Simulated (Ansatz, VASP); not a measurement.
**Two plane-wave programs on Ge**

File INCAR:

```
ALGO = Normal ; EDIFF = 1E-8
ENCUT = 520 ; GGA = PS
ISIF = 2 ; ISMEAR = -1
LASPH = T ; LCHARG = F
LEFG = T ; LREAL = F
LWAVE = F ; NBANDS = 21
NELM = 60 ; PREC = Accurate
SIGMA = 0.05
```

Contents of KPOINTS:

```
k-points
0
Gamma
  11 11 11
```

Contents of POSCAR:

```
Ge
1.0
    0.0000000000      2.8842501637      2.8842501637
    2.8842501637      0.0000000000      2.8842501637
    2.8842501637      2.8842501637      0.0000000000
Ge
2
Direct
    0.5000000000      0.5000000000      0.5000000000
    0.7500000000      0.7500000000      0.7500000000
```

Input for Ansatz:

```yaml
crystal:
  lattice:
    - [0.0, 2.8842501637, 2.8842501637]
    - [2.8842501637, 0.0, 2.8842501637]
    - [2.8842501637, 2.8842501637, 0.0]
  atoms:
    - { symbol: Ge, position: [0.5, 0.5, 0.5] }
    - { symbol: Ge, position: [0.75, 0.75, 0.75] }
kpoints:
  mp_grid: { grid: [11, 11, 11] }
scf:
  occupations: { method: fermi_dirac, width: 0.05 }
hamiltonian:
  xc: pbesol
  pseudopotentials: { kind: paw }
output:
  forces: true
  stress: true
  eigenvalues: true
  efg: { contact_densities: true }
```

Change from the starting cell: volume scaled by 1.06, PAW files.

Alike in both runs: task electric field gradients; functional PBEsol; k mesh 11 × 11 × 11; occupations fermi-dirac, width 0.05 eV; no spin polarisation.

```csv
,VASP,Ansatz
version,VASP 6.6.1,Ansatz 0.2.0
potentials or method,"VASP PAW PBE potentials, release 64 (Ge_d)","PAW with Ansatz's default frozen-core files, scalar-relativistic"
plane-wave cutoff (eV),520,420
valence electrons in the cell,28,28
```

```csv
,VASP,Ansatz,Ansatz less VASP
pressure (GPa),-3.0,-2.9,+0.07
```

VASP's potentials were made for PBE, not for PBEsol.
